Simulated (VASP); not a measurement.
Write the native input for VASP 6.6.1 that does the following.

```
Task                   : single point
Functional             : BLYP
Potentials or basis    : VASP PAW PBE potentials, release 64 (Be)
Cutoff                 : 520 eV
k mesh                 : 12 × 12 × 16
Occupations            : fermi-dirac, width 0.1 eV
Spin                   : no spin polarisation
Dipole correction      : no
Further INCAR settings : ALGO = Normal; EDIFF = 1e-07; NBANDS = 10
```

The structure of Be lies in POSCAR:

```
Be
1.0
    3.7051887547      0.0000000000      0.0000000000
   -1.8525943773      3.2087875874      0.0000000000
    0.0000000000      0.0000000000      2.2905580342
Be
3
Direct
    1.0000000000      0.0000000000      0.0000000000
    0.3333333333      0.6666666667      0.5000000000
    0.6666666667      0.3333333333      0.5000000000
```

This isn't the form of Be at room conditions, which is hcp.

One way to write it, as run:

INCAR

```
SYSTEM = Be
PREC = Accurate
ENCUT = 520
EDIFF = 1E-7
ISMEAR = -1
SIGMA = 0.1
LREAL = .False.
LASPH = .True.
NELM = 80
ALGO = Normal
ISIF = 2
LWAVE = .False.
LCHARG = .False.
GGA = B5
ALDAX = 1.0
AGGAX = 1.0
AGGAC = 1.0
ALDAC = 0.0
NBANDS = 10
```

KPOINTS

```
Automatic mesh
0
Gamma
  12 12 16
  0 0 0
```

Potentials or basis: VASP PAW PBE potentials, release 64 (Be).

The run is started by

```bash
$ cat potpaw_PBE.64/Be/POTCAR > POTCAR
$ mpirun -np 1 vasp_std > vasp.out
```

Results of the run:

```json
{
 "Pressure": "-10.3 GPa",
 "Band gap on the k mesh": "zero (bands 3 and 4 overlap by 4.12 eV)"
}
```

Caveat: the cell stands under tension; the PAW data sets were made with another functional, which shifts forces and pressure a little.

It took 37 s on 1 thread of Intel Xeon 8259CL (shared host), peak memory 0.16 GiB.
